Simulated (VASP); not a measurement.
Write the native input for VASP 6.6.1 that does the following.

| Item | Value |
| --- | --- |
| Task | single point |
| Functional | PBE |
| Potentials or basis | VASP PAW PBE potentials, release 64 (Sc_sv, Al, P) |
| Cutoff | 520 eV |
| k mesh | 6 × 6 × 2 |
| Occupations | gaussian, width 0.1 eV |
| Spin | no spin polarisation |
| Dipole correction | no |
| Further INCAR settings | ALGO = Normal; EDIFF = 1e-07; NBANDS = 29 |

The structure of Sc2AlP3 lies in POSCAR:

```
Sc2AlP3
1.0
    4.0510138900      0.0000000000      0.0000000000
   -2.0255069400      3.5082809400      0.0000000000
    0.0000000000      0.0000000000      7.5716361900
Sc Al P
2 1 3
Direct
    0.6666666700      0.3333333300      0.2354539900
    0.6666666700      0.3333333300      0.7645460100
    0.0000000000      0.0000000000      0.0000000000
    0.0000000000      0.0000000000      0.5000000000
    0.3333333300      0.6666666700      0.0000000000
    0.3333333300      0.6666666700      0.5000000000
```

The cell was generated, and may not be a known phase.

One way to write it, as run:

INCAR

```
PREC = Accurate
ENCUT = 520
EDIFF = 1E-7
ISMEAR = 0
SIGMA = 0.1
LREAL = F
LASPH = T
NELM = 100
ALGO = Normal
ISIF = 2
LWAVE = F
LCHARG = F
GGA = PE
NBANDS = 29
```

KPOINTS

```
regular mesh
0
Gamma
  6 6 2
```

Potentials or basis: VASP PAW PBE potentials, release 64 (Sc_sv, Al, P).

Launch:

```console
$ cat potpaw_PBE.64/Sc_sv/POTCAR potpaw_PBE.64/Al/POTCAR potpaw_PBE.64/P/POTCAR > POTCAR
$ mpirun -np 1 vasp_std > vasp.out
```

Results of the run:

```yaml
Pressure: -1.9 GPa
Largest_force: 0.996 eV/Å
Band_gap_on_the_k_mesh: zero (bands 20 and 21 overlap by 1.61 eV)
```

Caveat: the k points lie up to 0.41 Å⁻¹ apart, too coarse for converged energies and pressures of a metal.

It took 37 s on 1 thread of Intel(R) Xeon(R) Platinum 8559C (Emerald Rapids), on a shared host, peak memory 0.22 GiB.
